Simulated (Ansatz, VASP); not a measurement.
# One calculation of FeS2, two programs

POSCAR

```
FeS2
1.0
    4.4308093927      0.0000000000      0.0000000000
    0.0000000000      5.4005595620      0.0000000000
    0.0000000000      0.0000000000      3.3792367813
Fe S
2 4
Direct
    0.5000000000      0.5000000000      0.5000000000
    0.0000000000      0.0000000000      0.0000000000
    0.2990463069      0.8778422770      0.5000000000
    0.7009536931      0.1221577230      0.5000000000
    0.2009536931      0.3778422770      0.0000000000
    0.7990463069      0.6221577230      0.0000000000
```

The input INCAR.step1:

```
SYSTEM = FeS2
PREC     = Accurate       ! precision mode
ENCUT    = 520            ! plane-wave cutoff, eV
EDIFF    = 1E-5           ! SCF threshold, eV
ISMEAR   = 0              ! smearing method
SIGMA    = 0.01           ! smearing width, eV
LREAL    = .False.        ! projectors in reciprocal space
LASPH    = .True.         ! aspherical terms in the spheres
NELM     = 120            ! most SCF steps
ALGO     = Normal         ! electronic algorithm
ISIF     = 2              ! what is computed and relaxed
LWAVE    = .True.         ! write WAVECAR
LCHARG   = .False.        ! write CHGCAR
GGA      = PE             ! functional
NBANDS   = 29             ! bands
GGA_COMPAT= .False.
```

The input INCAR.step2:

```
SYSTEM = FeS2
PREC     = Accurate       ! precision mode
ENCUT    = 520            ! plane-wave cutoff, eV
EDIFF    = 1E-6           ! SCF threshold, eV
ISMEAR   = 0              ! smearing method
SIGMA    = 0.01           ! smearing width, eV
LREAL    = .False.        ! projectors in reciprocal space
LASPH    = .True.         ! aspherical terms in the spheres
NELM     = 120            ! most SCF steps
ALGO     = Normal         ! electronic algorithm
ISIF     = 2              ! what is computed and relaxed
LWAVE    = .False.        ! write WAVECAR
LCHARG   = .False.        ! write CHGCAR
GGA      = PE             ! functional
LHFCALC  = .True.         ! exact exchange
HFSCREEN = 0.2079         ! screening, 1/A
PRECFOCK = Normal       
ISTART   = 1            
NBANDS   = 29             ! bands
GGA_COMPAT= .False.
```

Contents of KPOINTS:

```
regular mesh
0
Gamma
  4 2 4
  0 0 0
```

Input for Ansatz:

```yaml
crystal:
  lattice:
    - [4.4308093927, 0.0, 0.0]
    - [0.0, 5.400559562, 0.0]
    - [0.0, 0.0, 3.3792367813]
  atoms:
    - { symbol: Fe, position: [0.5, 0.5, 0.5] }
    - { symbol: Fe, position: [0.0, 0.0, 0.0] }
    - { symbol: S, position: [0.2990463069, 0.877842277, 0.5] }
    - { symbol: S, position: [0.7009536931, 0.122157723, 0.5] }
    - { symbol: S, position: [0.2009536931, 0.377842277, 0.0] }
    - { symbol: S, position: [0.7990463069, 0.622157723, 0.0] }
kpoints:
  mp_grid: { grid: [4, 2, 4] }
hamiltonian:
  xc: hse06
scf:
  occupations: { method: fixed }
  n_extra_bands: 5
output:
  forces: true
  stress: true
  eigenvalues: true
```

Alike in both runs: task single point; functional HSE06; k mesh 4 × 2 × 4; no spin polarisation.

|  | VASP | Ansatz |
| --- | --- | --- |
| version | VASP 6.6.1 | Ansatz 0.2.0 |
| potentials or method | VASP PAW PBE potentials, release 64 (Fe, S) | plane waves, PAW |
| plane-wave cutoff (eV) | 520 | 420 |
| occupations | gaussian, width 0.01 eV | fixed |
| valence electrons in the cell | 40 | 56 |

|  | VASP | Ansatz | Ansatz less VASP |
| --- | --- | --- | --- |
| gap on the k mesh at the Fermi level (eV) | 2.51 | 2.51 | 0.000 |
| pressure (GPa) | -0.4 | -0.4 | -0.04 |
| traceless stress, the component that is largest in VASP (GPa) | 2.64 | 2.27 | -0.368 |
| rms of the force components (eV/Å) | 0.455 | 0.395 | -0.0591 |

Atom by atom the forces differ by 0.059 eV/Å (rms over components). VASP's potentials hold 40 valence electrons a cell and Ansatz's 56, so a difference there can come from the potentials and not from the codes. Ansatz's warnings: stress exchange threshold loose, stress scf threshold loose.

The k mesh is coarse, so the values compare programs but aren't converged.
